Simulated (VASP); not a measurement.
# SbOs2I5 (P6/mmm) in VASP: single point with PBE

Aim: the single point of SbOs2I5 with PBE.

Program: VASP 6.6.1. These are calculated values, not measurements. Logs are shortened: lines on timing, memory, paths and dates and some standing lists are left out, and cuts for length are marked.

## 1. The cell of the first run

Symmetry: P6/mmm, No. 191, hexagonal system. Conventional cell: a = 5.455 Å, b = 5.455 Å, c = 10.343 Å, α = 90.00°, β = 90.00°, γ = 120.00°. Within 3.2 Å of Sb (site symmetry 6/mmm) lie 2 Os at 2.42 Å. Within 3.2 Å of Os (site symmetry 6mm) lie 1 Sb at 2.42 Å and 7 I at 2.75 to 3.15 Å. Within 4.2 Å of I (site symmetry 3m) lie 6 I at 3.15 to 4.14 Å and 3 Os at 3.15 Å and 3 Sb at 4.01 Å. Within 3.6 Å of I (site symmetry 6/mmm) lie 2 Os at 2.75 Å.

## 2. Single point, PBE

Contents of INCAR:

```
  PREC = Accurate
  ENCUT = 520
  EDIFF = 1E-6
  ISMEAR = 0
  SIGMA = 0.1
  LREAL = False
  LASPH = True
  NELM = 80
  ALGO = Normal
  ISIF = 2
  LWAVE = False
  LCHARG = False
  GGA = PE
  NBANDS = 38
```

Contents of KPOINTS:

```
regular mesh
0
Gamma
  12 12 4
```

Contents of POSCAR:

```
SbOs2I5
1.0
    5.4548199312      0.0000000000      0.0000000000
   -2.7274099656      4.7240126335      0.0000000000
    0.0000000000      0.0000000000     10.3426600811
Sb Os I
1 2 5
Direct
    0.0000000000      0.0000000000      0.5000000000
    0.0000000000      0.0000000000      0.7343639828
    0.0000000000      0.0000000000      0.2656360172
    0.3333333333      0.6666666667      0.2598374397
    0.6666666667      0.3333333333      0.2598374397
    0.6666666667      0.3333333333      0.7401625603
    0.3333333333      0.6666666667      0.7401625603
    0.0000000000      0.0000000000      0.0000000000
```

Potentials or basis: VASP PAW PBE potentials, release 64 (Sb, Os, I).

Run with:

```
> cat potpaw_PBE.64/Sb/POTCAR potpaw_PBE.64/Os/POTCAR potpaw_PBE.64/I/POTCAR > POTCAR
> mpirun -np 1 vasp_std > vasp.out
```

OUTCAR:

```text
PREC = Accurate
   ENCUT = 520
   EDIFF = 1E-6
   ISMEAR = 0
   LREAL = False
   LASPH = True
   NELM = 80
   ISIF = 2
   GGA = PE

 ion  position               nearest neighbor table
   1  0.000  0.000  0.500-   2 2.42   3 2.42
   2  0.000  0.000  0.734-   1 2.42   8 2.75   7 3.15   6 3.15   6 3.15   7 3.15   6 3.15   7 3.15

   3  0.000  0.000  0.266-   1 2.42   8 2.75   5 3.15   4 3.15   5 3.15   4 3.15   5 3.15   4 3.15

   4  0.333  0.667  0.260-   5 3.15   5 3.15   5 3.15   3 3.15   3 3.15   3 3.15
   5  0.667  0.333  0.260-   4 3.15   4 3.15   4 3.15   3 3.15   3 3.15   3 3.15
   6  0.667  0.333  0.740-   7 3.15   7 3.15   7 3.15   2 3.15   2 3.15   2 3.15
   7  0.333  0.667  0.740-   6 3.15   6 3.15   6 3.15   2 3.15   2 3.15   2 3.15
   8  0.000  0.000  0.000-   2 2.75   3 2.75

  LATTYP: Found a hexagonal cell.
 ALAT       =     5.4548199312
 C/A-ratio  =     1.8960589372

  Lattice vectors:

 A1 = (   5.4548199312,   0.0000000000,   0.0000000000)
 A2 = (  -2.7274099656,   4.7240126335,   0.0000000000)
 A3 = (   0.0000000000,   0.0000000000,  10.3426600811)

Analysis of symmetry for initial positions (statically):
=====================================================================
 Subroutine PRICEL returns:
 Original cell was already a primitive cell.

 Routine SETGRP: Setting up the symmetry group for a
 hexagonal supercell.

 Subroutine GETGRP returns: Found 24 space group operations
 (whereof 24 operations were pure point group operations)
 out of a pool of 24 trial point group operations.

The static configuration has the point symmetry D_6h.

Analysis of symmetry for dynamics (positions and initial velocities):
=====================================================================
 Subroutine PRICEL returns:
 Original cell was already a primitive cell.

 Routine SETGRP: Setting up the symmetry group for a
 hexagonal supercell.

 Subroutine GETGRP returns: Found 24 space group operations
 (whereof 24 operations were pure point group operations)
 out of a pool of 24 trial point group operations.

The dynamic configuration has the point symmetry D_6h.

 Subroutine INISYM returns: Found 24 space group operations
 (whereof 24 operations are pure point group operations),
 and found     1 'primitive' translations

----------------------------------------------------------------------------------------

[... 97 lines left out ...]
   ICHARG =      2    charge: 1-file 2-atom 10-const
   ISPIN  =      1    spin polarized calculation?
   LNONCOLLINEAR =      F non collinear calculations
   LSORBIT =      F    spin-orbit coupling
   LASPH  =      T    aspherical Exc in radial PAW
   ENCUT  =  520.0 eV  38.22 Ry    6.18 a.u.  10.14 10.14 19.23*2*pi/ulx,y,z
   NELM   =     80;   NELMIN=  2; NELMDL= -5     # of ELM steps
   EDIFF  = 0.1E-05   stopping-criterion for ELM
   LREAL  =      F    real-space projection
[... 7 lines left out ...]
   TEBEG  =    0.0;   TEEND  =   0.0 temperature during run
   PSTRESS=    0.0 pullay stress
   NELECT =      56.0000    total number of electrons
   NUPDOWN=      -1.0000    fix difference up-down
   EMIN   =  10.00;   EMAX   =-10.00  energy-range for DOS
   EFERMI =   0.00;   METHOD = LEGACY
   ISMEAR =     0;   SIGMA  =   0.10  broadening in eV -4-tet -1-fermi 0-gaus
   EFERMI_NEDOS =   21; number of points for ismear=-14 and -15
   IALGO  =     38    algorithm
   IMIX   =      4    mixing-type and parameters
     AMIX     =   0.40;   BMIX     =  1.00
     AMIX_MAG =   1.60;   BMIX_MAG =  1.00
  volume/ion in A,a.u.               =      33.31       224.82
  Fermi-wavevector in a.u.,A,eV,Ry     =   0.973262  1.839198 12.887958  0.947238
  Thomas-Fermi vector in A             =   2.103627
   LORBIT       =      0    0 simple, 1 ext, 2 COOP (PROOUT), +10 PAW based schemes
   GGA     = PE    functional components
   LHFCALC =     F    Hartree Fock is set to
   AEXX    =    0.0000 exact exchange contribution
   IVDW    =     0    specifies the selected vdW correction
   LEPSILON=     F    determine dielectric tensor
   LRPA    =     F    only Hartree local field effects (RPA)
 non-spin polarized calculation
 Gauss-broadening in eV      SIGMA  =   0.10
  energy-cutoff  :      520.00
  volume of cell :      266.52
 maximum number of plane-waves:      7230
 NGX is ok and might be reduce to    42
   NGX = 21   NGY = 21   NGZ = 39

 number of electron      55.9999999 magnetization

 Free energy of the ion-electron system (eV)
  ---------------------------------------------------
  ext. energy  EPLUGINS =         0.00000000
  ---------------------------------------------------
  free energy    TOTEN  =       -27.77010594 eV

  energy without entropy =      -27.75560765  energy(sigma->0) =      -27.76285679

 E-fermi :   4.7403     XC(G=0):  -8.9375

 val. band max:        4.7241105599   @ k =   0.1667   0.0000   0.5000
 cond. band min:       4.7533376746   @ k =   0.3333   0.3333   0.2500
 fundamental gap:      0.0292271147
 Fermi energy:         4.7402762446

 k-point     1 :       0.0000    0.0000    0.0000
  band No.  band energies     occupation
      1      -9.8689      2.00000
      2      -9.7932      2.00000
      3      -7.8830      2.00000
      4      -7.2797      2.00000
      5      -7.2608      2.00000
      6      -4.8606      2.00000
[... 973 lines left out ...]
     37       9.7824      0.00000
     38       9.9124      0.00000

 [... further k-points ...]
[... 5 lines left out ...]
  --------------------------------------------------------------------------------------
  -------------------------------------------------------------------------------------
  Total       -0.1394270     -0.1394270     -0.5039763      0.0000000      0.0000000      0.0000000
  in kB       -0.8381733     -0.8381733     -3.0296815      0.0000000      0.0000000      0.0000000
  external PRESSURE =      -1.5686760 kB  Pullay stress =       0.0000000 kB

 VOLUME and BASIS-vectors are now :
 -----------------------------------------------------------------------------
  energy-cutoff  :      520.00
  volume of cell :      266.52
      direct lattice vectors                 reciprocal lattice vectors
     5.454819931  0.000000000  0.000000000     0.183324108  0.105842223  0.000000000
    -2.727409966  4.724012634  0.000000000     0.000000000  0.211684447  0.000000000
     0.000000000  0.000000000 10.342660081     0.000000000  0.000000000  0.096686925

 POSITION                                       TOTAL-FORCE (eV/Angst)
 -----------------------------------------------------------------------------------
      0.00000      0.00000      5.17133         0.000000      0.000000      0.000000
      0.00000      0.00000      7.59528         0.000000      0.000000     -0.095622
      0.00000      0.00000      2.74738        -0.000000      0.000000      0.095622
     -0.00000      3.14934      2.68741        -0.000000     -0.000000      0.001498
      2.72741      1.57467      2.68741         0.000000     -0.000000      0.001498
      2.72741      1.57467      7.65525         0.000000     -0.000000     -0.001498
     -0.00000      3.14934      7.65525         0.000000      0.000000     -0.001498
      0.00000      0.00000      0.00000         0.000000      0.000000      0.000000
 -----------------------------------------------------------------------------------
    total drift:                               -0.000000     -0.000000      0.000000

  FREE ENERGIE OF THE ION-ELECTRON SYSTEM (eV)
  ---------------------------------------------------
  free  energy   TOTEN  =       -27.7701059389 eV

  energy  without entropy=      -27.7556076489  energy(sigma->0) =      -27.76285679
```

OSZICAR:

```text
N       E                     dE             d eps       ncg     rms          rms(c)
DAV:   1     0.332646965499E+03    0.33265E+03   -0.21429E+04  4332   0.122E+03
DAV:   2     0.486538307262E+01   -0.32778E+03   -0.31295E+03  5618   0.259E+02
DAV:   3    -0.277178999199E+02   -0.32583E+02   -0.31468E+02  5294   0.786E+01
DAV:   4    -0.286683644828E+02   -0.95046E+00   -0.94583E+00  5386   0.156E+01
DAV:   5    -0.286916633575E+02   -0.23299E-01   -0.23289E-01  5534   0.240E+00    0.209E+01
DAV:   6    -0.281065204120E+02    0.58514E+00   -0.19851E+00  6250   0.740E+00    0.120E+01
DAV:   7    -0.285313856634E+02   -0.42487E+00   -0.32987E+00  6028   0.115E+01    0.735E+00
DAV:   8    -0.277628900256E+02    0.76850E+00   -0.15189E+00  5882   0.829E+00    0.171E+00
DAV:   9    -0.277764424720E+02   -0.13552E-01   -0.15609E-01  4794   0.167E+00    0.961E-01
DAV:  10    -0.277695880716E+02    0.68544E-02   -0.24820E-02  5808   0.783E-01    0.522E-01
DAV:  11    -0.277698886314E+02   -0.30056E-03   -0.43671E-03  4982   0.285E-01    0.291E-01
DAV:  12    -0.277700854046E+02   -0.19677E-03   -0.45750E-04  5180   0.945E-02    0.177E-01
DAV:  13    -0.277700708187E+02    0.14586E-04   -0.19828E-04  5620   0.816E-02    0.556E-02
DAV:  14    -0.277701011047E+02   -0.30286E-04   -0.11183E-04  5454   0.429E-02    0.360E-02
DAV:  15    -0.277701032992E+02   -0.21945E-05   -0.73491E-06  5356   0.146E-02    0.190E-02
DAV:  16    -0.277701068772E+02   -0.35780E-05   -0.65280E-06  5772   0.105E-02    0.190E-02
DAV:  17    -0.277701059389E+02    0.93836E-06   -0.96073E-06  4926   0.153E-02
   1 F= -.27770106E+02 E0= -.27762857E+02  d E =-.144983E-01
```

stdout:

```text
POSCAR found type information on POSCAR SbOsI
 POSCAR found :  3 types and       8 ions
 scaLAPACK will be used
 LDA part: xc-table for (Slater+PW92), standard interpolation
 POSCAR, INCAR and KPOINTS ok, starting setup
 FFT: planning ... GRIDC
 FFT: planning ... GRID_SOFT
 FFT: planning ... GRID
 WAVECAR not read
 entering main loop
```

Wall time 23 min (1 thread of Intel Xeon 8259CL, shared host); peak memory 0.75 GiB.

Results:

| Item | Value |
| --- | --- |
| Free energy | -27.7701 eV |
| Pressure | -0.2 GPa |
| Largest force | 0.096 eV/Å |
| Band gap on the k mesh | zero (bands 28 and 29 overlap by 0.24 eV) |

Forces on the atoms (eV/Å):
```
Sb   0.000  0.000  0.000
Os   0.000  0.000 -0.096
Os   0.000  0.000  0.096
I    0.000  0.000  0.001
I    0.000  0.000  0.001
I    0.000  0.000 -0.001
I    0.000  0.000 -0.001
I    0.000  0.000  0.000
```

Stress tensor (GPa, compression positive):
```
-0.08  0.00  0.00
 0.00 -0.08  0.00
 0.00  0.00 -0.30
```

Levels at points of the mesh, in eV from the Fermi level:
| k point | band 26 | band 27 | band 28 | band 29 | band 30 | band 31 |
| --- | --- | --- | --- | --- | --- | --- |
| (0.00, 0.00, 0.00) | -0.71 | -0.71 | -0.58 | 0.26 | 0.26 | 0.26 |
| (0.50, 0.00, 0.00) | -0.99 | -0.98 | -0.75 | 0.04 | 1.09 | 1.14 |
| (0.00, 0.00, 0.50) | -0.59 | -0.38 | -0.38 | 0.26 | 0.26 | 0.26 |
| (0.50, 0.00, 0.50) | -0.98 | -0.59 | -0.59 | 0.58 | 0.92 | 0.93 |

Caveat: spin-orbit coupling is left out, which moves the levels of the heavy elements.
